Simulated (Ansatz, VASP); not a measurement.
**Ti3ZnH in VASP and in Ansatz**

```
Ti Zn H
1.0
     4.04728    0.00000    0.00000
     0.00000    4.04728    0.00000
     0.00000    0.00000    4.04728
Ti Zn H
3 1 1
Direct
  0.00000 0.50000 0.50000
  0.50000 0.50000 0.00000
  0.50000 0.00000 0.50000
  0.00000 0.00000 0.00000
  0.50000 0.50000 0.50000
```

Alike in both runs: task single point; functional PBE; k mesh 10 × 10 × 10; occupations gaussian, width 0.1 eV; no spin polarisation.

|  | VASP | Ansatz |
| --- | --- | --- |
| version | VASP 6.6.1 | Ansatz 0.2.0 |
| potentials or method | VASP PAW PBE potentials, release 64 (Ti_sv, Zn, H), cutoff 520 eV | scalar-relativistic, plane waves, PAW |
| valence electrons in the cell | 49 | 49 |

```tsv
	VASP	Ansatz	Ansatz less VASP
gap on the k mesh at the Fermi level (eV)	none	none	-
pressure (GPa)	0.0	0.0	-0.01
```

A gap of «none» marks a metal or a gap that the smearing closes. The functional is the same, so the differences come from potentials, cutoffs and numerics.
